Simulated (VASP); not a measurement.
SnTe:

```
CELL_PARAMETERS angstrom
0.00000 3.19231 3.19231
3.19231 0.00000 3.19231
3.19231 3.19231 0.00000
ATOMIC_POSITIONS crystal
Te 0.50000 0.50000 0.50000
Sn 0.00000 0.00000 0.00000
```

Base run:

| Property | Result |
| --- | --- |
| Program | VASP 6.6.1 |
| Functional | RPBE |
| Potentials or basis | VASP PAW PBE potentials, release 64 (Te, Sn_d) |
| Cutoff | 520 eV |
| k mesh | 7 × 7 × 7 |
| Occupations | fermi-dirac, width 0.05 eV |
| Spin | no spin polarisation |

Its results: pressure 1.8 GPa.

Question: The run is repeated on the same cell with these changes: functional from RPBE to PBE exchange alone. What comes out?

Answer: Pressure 8.8 GPa.

Caveats: the PAW data sets were made with another functional, which shifts forces and pressure a little (some runs).
